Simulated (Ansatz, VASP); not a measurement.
## ZnSe in VASP and in Ansatz

```
Zn Se
1.0
     0.00000    2.83244    2.83244
     2.83244    0.00000    2.83244
     2.83244    2.83244    0.00000
Zn Se
1 1
Direct
  0.00000 0.00000 0.00000
  0.75000 0.75000 0.75000
```

Alike in both runs: task relaxation of cell and atoms; functional PBEsol; k mesh 8 × 8 × 8; occupations gaussian, width 0.02 eV; no spin polarisation.

```csv
,VASP,Ansatz
version,VASP 6.6.1,Ansatz 0.2.0
potentials or method,"VASP PAW PBE potentials, release 64 (Zn, Se), cutoff 600 eV","scalar-relativistic, plane waves, PAW"
valence electrons in the cell,18,28
```

Ansatz gave:

| Quantity | Value |
| --- | --- |
| gap on the k mesh at the Fermi level, each at its own relaxed structure (eV) | 1.24 |
| relaxed volume (Å³/atom) | 22.35 |
| relaxed cell length with the largest relative difference (Å) | 3.983 |

Q: What did VASP give for the same quantities?

A: gap on the k mesh at the Fermi level, each at its own relaxed structure (eV): 1.23; relaxed volume (Å³/atom): 22.44; relaxed cell length with the largest relative difference (Å): 3.989.

VASP's potentials were made for PBE, not for PBEsol. VASP's potentials hold 18 valence electrons a cell and Ansatz's 28, so a difference there can come from the potentials and not from the codes.
